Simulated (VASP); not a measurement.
# FeS2 (Pa-3) in VASP: notebook

The runs below take FeS2 through single point, relaxation of cell and atoms, with LDA, PBE, PBEsol.

Everything below comes from runs of VASP 6.6.1. Logs are shortened: lines on timing, memory, paths and dates and some standing lists are left out, and cuts for length are marked.

## Step 1: The cell of the first run

It takes space group Pa-3 (No. 205, cubic). The conventional cell has a = 5.403 Å, b = 5.403 Å, c = 5.403 Å, α = 90.00°, β = 90.00°, γ = 90.00°. Fe (site symmetry -3) has 6 S at 2.26 Å within 3.0 Å. S (site symmetry 3) has 1 S at 2.15 Å and 3 Fe at 2.26 Å within 2.8 Å.

## Step 2: Single point, LDA

File INCAR:

```
ALGO = Normal
EDIFF = 1E-6
ENCUT = 600
GGA = CA
GGA_COMPAT = False
ISIF = 2
ISMEAR = 0
LASPH = True
LCHARG = False
LREAL = False
LWAVE = False
NBANDS = 52
NELM = 120
PREC = Accurate
SIGMA = 0.01
```

File KPOINTS:

```
k-points
0
Gamma
  6 6 6
```

File POSCAR:

```
FeS2
1.0
    5.4030117461      0.0000000000      0.0000000000
    0.0000000000      5.4030117461      0.0000000000
    0.0000000000      0.0000000000      5.4030117461
Fe S
4 8
Direct
    0.0000000000      0.5000000000      0.5000000000
    0.5000000000      0.5000000000      0.0000000000
    0.5000000000      0.0000000000      0.5000000000
    0.0000000000      0.0000000000      0.0000000000
    0.3849931412      0.1150068588      0.8849931412
    0.1150068588      0.8849931412      0.3849931412
    0.8849931412      0.3849931412      0.1150068588
    0.6150068588      0.6150068588      0.6150068588
    0.3849931412      0.3849931412      0.3849931412
    0.1150068588      0.6150068588      0.8849931412
    0.8849931412      0.1150068588      0.6150068588
    0.6150068588      0.8849931412      0.1150068588
```

Potentials or basis: VASP PAW LDA potentials, release 64 (Fe, S).

Launch:

```
> cat potpaw_LDA.64/Fe/POTCAR potpaw_LDA.64/S/POTCAR > POTCAR
> mpirun -np 1 vasp_std > vasp.out
```

OUTCAR:

```text
EDIFF = 1E-6
   ENCUT = 600
   GGA = CA
   ISIF = 2
   ISMEAR = 0
   LASPH = True
   LREAL = False
   NELM = 120
   PREC = Accurate

 ion  position               nearest neighbor table
   1  0.000  0.500  0.500-   6 2.26   7 2.26   8 2.26   9 2.26  10 2.26  11 2.26
   2  0.500  0.500  0.000-   5 2.26   7 2.26   8 2.26   9 2.26  10 2.26  12 2.26
   3  0.500  0.000  0.500-   5 2.26   6 2.26   8 2.26   9 2.26  11 2.26  12 2.26
   4  0.000  0.000  0.000-   5 2.26   6 2.26   7 2.26  10 2.26  11 2.26  12 2.26
   5  0.385  0.115  0.885-  12 2.15   3 2.26   4 2.26   2 2.26
   6  0.115  0.885  0.385-  11 2.15   3 2.26   4 2.26   1 2.26
   7  0.885  0.385  0.115-  10 2.15   2 2.26   4 2.26   1 2.26
   8  0.615  0.615  0.615-   9 2.15   2 2.26   3 2.26   1 2.26
   9  0.385  0.385  0.385-   8 2.15   2 2.26   3 2.26   1 2.26
  10  0.115  0.615  0.885-   7 2.15   2 2.26   4 2.26   1 2.26
  11  0.885  0.115  0.615-   6 2.15   3 2.26   4 2.26   1 2.26
  12  0.615  0.885  0.115-   5 2.15   3 2.26   4 2.26   2 2.26

  LATTYP: Found a simple cubic cell.
 ALAT       =     5.4030117461

  Lattice vectors:

 A1 = (   5.4030117461,   0.0000000000,   0.0000000000)
 A2 = (   0.0000000000,   5.4030117461,   0.0000000000)
 A3 = (   0.0000000000,   0.0000000000,   5.4030117461)

Analysis of symmetry for initial positions (statically):
=====================================================================
 Subroutine PRICEL returns:
 Original cell was already a primitive cell.

 Routine SETGRP: Setting up the symmetry group for a
 simple cubic supercell.

 Subroutine GETGRP returns: Found 24 space group operations
 (whereof  6 operations were pure point group operations)
 out of a pool of 48 trial point group operations.

The static configuration has the point symmetry S_6 .
 The point group associated with its full space group is T_h .

Analysis of symmetry for dynamics (positions and initial velocities):
=====================================================================
 Subroutine PRICEL returns:
 Original cell was already a primitive cell.

 Routine SETGRP: Setting up the symmetry group for a
 simple cubic supercell.

 Subroutine GETGRP returns: Found 24 space group operations
 (whereof  6 operations were pure point group operations)
 out of a pool of 48 trial point group operations.

The dynamic configuration has the point symmetry S_6 .
 The point group associated with its full space group is T_h .

 Subroutine INISYM returns: Found 24 space group operations
 (whereof  6 operations are pure point group operations),
 and found     1 'primitive' translations

----------------------------------------------------------------------------------------

                                     Primitive cell

  volume of cell :     157.7276

  direct lattice vectors                    reciprocal lattice vectors
     5.403011746  0.000000000  0.000000000     0.185081959  0.000000000  0.000000000
     0.000000000  5.403011746  0.000000000     0.000000000  0.185081959  0.000000000
     0.000000000  0.000000000  5.403011746     0.000000000  0.000000000  0.185081959

  length of vectors
     5.403011746  5.403011746  5.403011746     0.185081959  0.185081959  0.185081959

  position of ions in fractional coordinates (direct lattice)
     0.000000000  0.500000000  0.500000000
     0.500000000  0.500000000  0.000000000
     0.500000000  0.000000000  0.500000000
     0.000000000  0.000000000  0.000000000
     0.384993141  0.115006859  0.884993141
     0.115006859  0.884993141  0.384993141
     0.884993141  0.384993141  0.115006859
     0.615006859  0.615006859  0.615006859
     0.384993141  0.384993141  0.384993141
     0.115006859  0.615006859  0.884993141
     0.884993141  0.115006859  0.615006859
     0.615006859  0.884993141  0.115006859

  ion indices of the primitive-cell ions
   primitive index   ion index
                 1           1
                 2           2
                 3           3
                 4           4
                 5           5
                 6           6
[... 47 lines left out ...]
   IALGO  =     38    algorithm
   IMIX   =      4    mixing-type and parameters
     AMIX     =   0.40;   BMIX     =  1.00
     AMIX_MAG =   1.60;   BMIX_MAG =  1.00
  volume/ion in A,a.u.               =      13.14        88.70
  Fermi-wavevector in a.u.,A,eV,Ry     =   1.305576  2.467181 23.191530  1.704529
  Thomas-Fermi vector in A             =   2.436436
   LORBIT       =      0    0 simple, 1 ext, 2 COOP (PROOUT), +10 PAW based schemes
   GGA     = CA    functional components
   LHFCALC =     F    Hartree Fock is set to
   AEXX    =    0.0000 exact exchange contribution
   IVDW    =     0    specifies the selected vdW correction
   LEPSILON=     F    determine dielectric tensor
   LRPA    =     F    only Hartree local field effects (RPA)
 non-spin polarized calculation
 Gauss-broadening in eV      SIGMA  =   0.01
  energy-cutoff  :      600.00
  volume of cell :      157.73
 maximum number of plane-waves:      5294
 NGX is ok and might be reduce to    48
   NGX = 21   NGY = 21   NGZ = 21

 number of electron      79.9999990 magnetization

 Free energy of the ion-electron system (eV)
  ---------------------------------------------------
  ext. energy  EPLUGINS =         0.00000000
  ---------------------------------------------------
  free energy    TOTEN  =       -83.74807045 eV

  energy without entropy =      -83.74807045  energy(sigma->0) =      -83.74807045

 E-fermi :   7.8966     XC(G=0): -12.1591

 val. band max:        7.8126675163   @ k =   0.1667   0.1667   0.1667
 cond. band min:       8.3961202565   @ k =   0.0000   0.0000   0.0000
 fundamental gap:      0.5834527402
 Fermi energy:         7.8966235302

 k-point     1 :       0.0000    0.0000    0.0000
  band No.  band energies     occupation
      1      -9.0309      2.00000
      2      -6.8834      2.00000
      3      -6.8834      2.00000
      4      -6.8834      2.00000
      5      -4.4118      2.00000
      6      -4.4118      2.00000
[... 44 lines left out ...]
     51      11.7073      0.00000
     52      11.7073      0.00000
[... 1263 lines left out ...]
     51      11.0980      0.00000
     52      11.0980      0.00000

------------------------ aborting loop because EDIFF is reached ----------------------------------------

  FORCE on cell =-STRESS in cart. coord.  units (eV):
  Direction    XX          YY          ZZ          XY          YZ          ZX
  --------------------------------------------------------------------------------------
  -------------------------------------------------------------------------------------
  Total      -10.3523549    -10.3523549    -10.3523549     -0.0000000      0.0000000     -0.0000000
  in kB     -105.1579228   -105.1579228   -105.1579228     -0.0000000      0.0000000     -0.0000000
  external PRESSURE =    -105.1579228 kB  Pullay stress =       0.0000000 kB

 VOLUME and BASIS-vectors are now :
 -----------------------------------------------------------------------------
  energy-cutoff  :      600.00
  volume of cell :      157.73
      direct lattice vectors                 reciprocal lattice vectors
     5.403011746  0.000000000  0.000000000     0.185081959  0.000000000  0.000000000
     0.000000000  5.403011746  0.000000000     0.000000000  0.185081959  0.000000000
     0.000000000  0.000000000  5.403011746     0.000000000  0.000000000  0.185081959

 POSITION                                       TOTAL-FORCE (eV/Angst)
 -----------------------------------------------------------------------------------
      0.00000      2.70151      2.70151         0.000000      0.000000      0.000000
      2.70151      2.70151      0.00000         0.000000      0.000000      0.000000
      2.70151      0.00000      2.70151         0.000000      0.000000      0.000000
      0.00000      0.00000      0.00000         0.000000      0.000000      0.000000
      2.08012      0.62138      4.78163        -0.246395      0.246395     -0.246395
      0.62138      4.78163      2.08012         0.246395     -0.246395     -0.246395
      4.78163      2.08012      0.62138        -0.246395     -0.246395      0.246395
      3.32289      3.32289      3.32289         0.246395      0.246395      0.246395
      2.08012      2.08012      2.08012        -0.246395     -0.246395     -0.246395
      0.62138      3.32289      4.78163         0.246395      0.246395     -0.246395
      4.78163      0.62138      3.32289        -0.246395      0.246395      0.246395
      3.32289      4.78163      0.62138         0.246395     -0.246395      0.246395
 -----------------------------------------------------------------------------------
    total drift:                                0.000000      0.000000      0.000000

  FREE ENERGIE OF THE ION-ELECTRON SYSTEM (eV)
  ---------------------------------------------------
  free  energy   TOTEN  =       -83.7480704531 eV

  energy  without entropy=      -83.7480704531  energy(sigma->0) =      -83.74807045
```

Run time: 2.3 min. Hardware: 1 thread of Intel Xeon 6975P-C (Granite Rapids), shared host; peak memory 0.35 GiB.

What came out:

- Free energy: -83.7481 eV
- Pressure: -10.5 GPa
- Largest force: 0.427 eV/Å
- Band gap on the k mesh: 0.58 eV (least direct gap 0.62 eV)

Forces on the atoms (eV/Å):
```
Fe   0.000  0.000  0.000
Fe   0.000  0.000  0.000
Fe   0.000  0.000  0.000
Fe   0.000  0.000  0.000
S   -0.246  0.246 -0.246
S    0.246 -0.246 -0.246
S   -0.246 -0.246  0.246
S    0.246  0.246  0.246
S   -0.246 -0.246 -0.246
S    0.246  0.246 -0.246
S   -0.246  0.246  0.246
S    0.246 -0.246  0.246
```

Levels at points of the mesh, in eV from the valence-band top:
| k point | band 37 | band 38 | band 39 | band 40 | band 41 | band 42 | band 43 | band 44 |
| --- | --- | --- | --- | --- | --- | --- | --- | --- |
| (0.00, 0.00, 0.00) | -0.32 | -0.32 | -0.32 | -0.04 | 0.58 | 1.49 | 1.49 | 1.49 |
| (0.50, 0.00, 0.00) | -0.15 | -0.15 | -0.01 | -0.01 | 1.48 | 1.48 | 1.70 | 1.70 |
| (0.50, 0.50, 0.00) | -0.12 | -0.12 | -0.12 | -0.12 | 1.79 | 1.79 | 1.79 | 1.79 |
| (0.50, 0.50, 0.50) | -0.36 | -0.36 | -0.36 | -0.36 | 1.35 | 1.35 | 1.35 | 1.35 |

Caveat: the cell stands under tension; semilocal functionals underestimate gaps, and a narrow one can read as zero. A k mesh can miss the band edges.

## Step 3: Relaxation of cell and atoms, PBE

This run uses another cell than the first one, of 13.10 Å³/atom.

File INCAR:

```
ALGO = Normal
EDIFF = 1E-7
EDIFFG = -0.005
ENCUT = 600
GGA = PE
GGA_COMPAT = F
IBRION = 2
ISIF = 3
ISMEAR = -1
LASPH = T
LCHARG = F
LREAL = F
LWAVE = F
NELM = 120
NELMIN = 4
NSW = 80
PREC = Accurate
SIGMA = 0.02
```

File KPOINTS:

```
k-points
0
Gamma
  4 4 4
```

File POSCAR:

```
FeS2
1.0
    5.3968238000      0.0000000000      0.0000000000
    0.0000000000      5.3968238000      0.0000000000
    0.0000000000      0.0000000000      5.3968238000
Fe S
4 8
Direct
    0.0000000000      0.5000000000      0.5000000000
    0.5000000000      0.5000000000      0.0000000000
    0.5000000000      0.0000000000      0.5000000000
    0.0000000000      0.0000000000      0.0000000000
    0.3853801400      0.1146198600      0.8853801400
    0.1146198600      0.8853801400      0.3853801400
    0.8853801400      0.3853801400      0.1146198600
    0.6146198600      0.6146198600      0.6146198600
    0.3853801400      0.3853801400      0.3853801400
    0.1146198600      0.6146198600      0.8853801400
    0.8853801400      0.1146198600      0.6146198600
    0.6146198600      0.8853801400      0.1146198600
```

Potentials or basis: VASP PAW PBE potentials, release 64 (Fe, S).

Launch:

```
> cat potpaw_PBE.64/Fe/POTCAR potpaw_PBE.64/S/POTCAR > POTCAR
> mpirun -np 1 vasp_std > vasp.out
```

Run time: 4.4 min. Hardware: 1 thread of Intel Xeon 6975P-C (Granite Rapids), shared host; peak memory 0.36 GiB.

Results (log left out):

| Item | Value |
| --- | --- |
| Free energy | -72.1188 eV |
| Relaxed volume | 13.16 Å³/atom |
| Relaxed cell | a = 5.405 Å, b = 5.405 Å, c = 5.405 Å, α = 90.00°, β = 90.00°, γ = 90.00° |
| Space group after relaxing (to 0.1 Å) | Pa-3 (No. 205) |
| Energy gained by relaxing | 2.5 meV/atom |
| Ionic steps | 5 |
| Pressure after relaxing | 0.0 GPa |
| Largest force after relaxing | 0.004 eV/Å |
| Band gap on the k mesh | 0.48 eV (least direct gap 0.52 eV) |

Forces in eV/Å, atoms in the order of the input:
```
Fe   0.000  0.000  0.000
Fe   0.000  0.000  0.000
Fe   0.000  0.000  0.000
Fe   0.000  0.000  0.000
S   -0.002  0.002 -0.002
S    0.002 -0.002 -0.002
S   -0.002 -0.002  0.002
S    0.002  0.002  0.002
S   -0.002 -0.002 -0.002
S    0.002  0.002 -0.002
S   -0.002  0.002  0.002
S    0.002 -0.002  0.002
```

The path:
```tsv
step	energy change (eV)	largest force (eV/Å)	pressure (GPa)	volume (Å³)
1	0.0000	0.3542	1.07	157.19
2	-0.0247	0.0348	-1.20	159.19
3	-0.0255	0.0796	-0.87	158.88
4	-0.0296	0.0151	0.27	157.65
5	-0.0299	0.0040	0.04	157.90
```

Final structure:
```yaml
crystal:
  lattice:
    - [5.40493, 0.00000, 0.00000]
    - [0.00000, 5.40493, 0.00000]
    - [0.00000, 0.00000, 5.40493]
  atoms:
    - { symbol: Fe, position: [0.00000, 0.50000, 0.50000] }
    - { symbol: Fe, position: [0.50000, 0.50000, 0.00000] }
    - { symbol: Fe, position: [0.50000, 0.00000, 0.50000] }
    - { symbol: Fe, position: [0.00000, 0.00000, 0.00000] }
    - { symbol: S, position: [0.38326, 0.11674, 0.88326] }
    - { symbol: S, position: [0.11674, 0.88326, 0.38326] }
    - { symbol: S, position: [0.88326, 0.38326, 0.11674] }
    - { symbol: S, position: [0.61674, 0.61674, 0.61674] }
    - { symbol: S, position: [0.38326, 0.38326, 0.38326] }
    - { symbol: S, position: [0.11674, 0.61674, 0.88326] }
    - { symbol: S, position: [0.88326, 0.11674, 0.61674] }
    - { symbol: S, position: [0.61674, 0.88326, 0.11674] }
```

Levels at points of the mesh, in eV from the valence-band top:
| k point | band 36 | band 37 | band 38 | band 39 | band 40 | band 41 | band 42 | band 43 | band 44 | band 45 |
| --- | --- | --- | --- | --- | --- | --- | --- | --- | --- | --- |
| (0.00, 0.00, 0.00) | -0.32 | -0.28 | -0.28 | -0.28 | -0.04 | 0.48 | 1.54 | 1.54 | 1.54 | 3.08 |
| (0.50, 0.00, 0.00) | -0.37 | -0.13 | -0.13 | 0.00 | 0.00 | 1.58 | 1.58 | 1.69 | 1.69 | 2.40 |
| (0.50, 0.50, 0.00) | -0.39 | -0.12 | -0.12 | -0.12 | -0.12 | 1.85 | 1.85 | 1.85 | 1.85 | 1.95 |
| (0.50, 0.50, 0.50) | -1.02 | -0.35 | -0.35 | -0.35 | -0.35 | 1.47 | 1.47 | 1.47 | 1.47 | 2.52 |

Caveat: semilocal functionals underestimate gaps, and a narrow one can read as zero.

## Step 4: Relaxation of cell and atoms, PBEsol

File INCAR:

```
SYSTEM = FeS2
PREC = Accurate
ENCUT = 600
EDIFF = 1E-7
ISMEAR = -1
SIGMA = 0.02
LREAL = .False.
LASPH = .True.
NELM = 120
ALGO = Normal
ISIF = 3
LWAVE = .False.
LCHARG = .False.
GGA = PS
IBRION = 2
NSW = 80
EDIFFG = -0.005
GGA_COMPAT = .False.
NELMIN = 4
```

File KPOINTS:

```
Automatic mesh
0
Gamma
  4 4 4
  0 0 0
```

File POSCAR:

```
FeS2
1.0
    5.4033489634      0.0000000000      0.0000000000
    0.0000000000      5.4033489634      0.0000000000
    0.0000000000      0.0000000000      5.4033489634
Fe S
4 8
Direct
    0.0000000000      0.5000000000      0.5000000000
    0.5000000000      0.5000000000      0.0000000000
    0.5000000000      0.0000000000      0.5000000000
    0.0000000000      0.0000000000      0.0000000000
    0.3826532225      0.1173467775      0.8826532225
    0.1173467775      0.8826532225      0.3826532225
    0.8826532225      0.3826532225      0.1173467775
    0.6173467775      0.6173467775      0.6173467775
    0.3826532225      0.3826532225      0.3826532225
    0.1173467775      0.6173467775      0.8826532225
    0.8826532225      0.1173467775      0.6173467775
    0.6173467775      0.8826532225      0.1173467775
```

Launch:

```
> cat potpaw_PBE.64/Fe/POTCAR potpaw_PBE.64/S/POTCAR > POTCAR
> mpirun -np 1 vasp_std > vasp.out
```

It took 7.1 min on 1 thread of Intel Xeon 6975P-C (Granite Rapids), shared host; peak memory 0.37 GiB.

Results (log left out):

```
Free energy                           : -79.1649 eV
Relaxed volume                        : 12.61 Å³/atom
Relaxed cell                          : a = 5.329 Å, b = 5.329 Å, c = 5.329 Å, α = 90.00°, β = 90.00°, γ = 90.00°
Space group after relaxing (to 0.1 Å) : Pa-3 (No. 205)
Energy gained by relaxing             : 12.0 meV/atom
Ionic steps                           : 8
Pressure after relaxing               : 0.0 GPa
Band gap on the k mesh                : 0.31 eV (least direct gap 0.36 eV)
```

The path:
```
step  energy change (eV)  largest force (eV/Å)  pressure (GPa)  volume (Å³)
   1              0.0000                0.0336           -6.81       157.76
   2              0.0054                0.1101            8.19       145.33
   3             -0.1423                0.0724           -0.03       151.39
   4             -0.1423                0.0734            0.13       151.27
   5             -0.1434                0.0172            0.12       151.24
   6             -0.1435                0.0016            0.12       151.23
   7             -0.1435                0.0000           -0.12       151.43
   8             -0.1435                0.0007            0.01       151.33
```

Final structure:
```
Fe S
1.0
     5.32899    0.00000    0.00000
     0.00000    5.32899    0.00000
     0.00000    0.00000    5.32899
Fe S
4 8
Direct
  0.00000 0.50000 0.50000
  0.50000 0.50000 0.00000
  0.50000 0.00000 0.50000
  0.00000 0.00000 0.00000
  0.38211 0.11789 0.88211
  0.11789 0.88211 0.38211
  0.88211 0.38211 0.11789
  0.61789 0.61789 0.61789
  0.38211 0.38211 0.38211
  0.11789 0.61789 0.88211
  0.88211 0.11789 0.61789
  0.61789 0.88211 0.11789
```

Levels at points of the mesh, in eV from the valence-band top:
| k point | band 38 | band 39 | band 40 | band 41 | band 42 | band 43 |
| --- | --- | --- | --- | --- | --- | --- |
| (0.00, 0.00, 0.00) | -0.31 | -0.31 | -0.05 | 0.31 | 1.64 | 1.64 |
| (0.50, 0.00, 0.00) | -0.15 | 0.00 | 0.00 | 1.66 | 1.66 | 1.73 |
| (0.50, 0.50, 0.00) | -0.14 | -0.14 | -0.14 | 1.90 | 1.90 | 1.90 |
| (0.50, 0.50, 0.50) | -0.39 | -0.39 | -0.39 | 1.59 | 1.59 | 1.59 |

Caveat: semilocal functionals underestimate gaps, and a narrow one can read as zero; the PAW data sets were made with another functional, which shifts forces and pressure a little. A k mesh can miss the band edges.

## Step 5: Summary

| task | level | potentials or basis | cell | k mesh | smearing | gap on the mesh (eV) | pressure (GPa) | relaxed volume (Å³/atom) |
| --- | --- | --- | --- | --- | --- | --- | --- | --- |
| single point | LDA | VASP PAW LDA potentials, release 64 (Fe, S) | a = 5.403 Å, 12 atoms, atomic positions A | 6 × 6 × 6 | gaussian 0.01 eV | 0.58 | -10.5 | - |
| relaxation of cell and atoms | PBE | VASP PAW PBE potentials, release 64 (Fe, S) | relaxed from a = 5.397 Å, 12 atoms, atomic positions B | 4 × 4 × 4 | fermi-dirac 0.02 eV | 0.48 | 0.0 | 13.16 |
| relaxation of cell and atoms | PBEsol | VASP PAW PBE potentials, release 64 (Fe, S) | relaxed from a = 5.403 Å, 12 atoms, atomic positions C | 4 × 4 × 4 | fermi-dirac 0.02 eV | 0.31 | 0.0 | 12.61 |

Alike in all rows: no spin polarisation; cutoff (eV) 600.

Caveats: semilocal functionals underestimate gaps, and a narrow one can read as zero; the cell stands under tension (at least some runs); the PAW data sets were made with another functional, which shifts forces and pressure a little (at least some runs).

Total energies depend on the potentials used, so only differences within one code and one set of settings carry meaning.
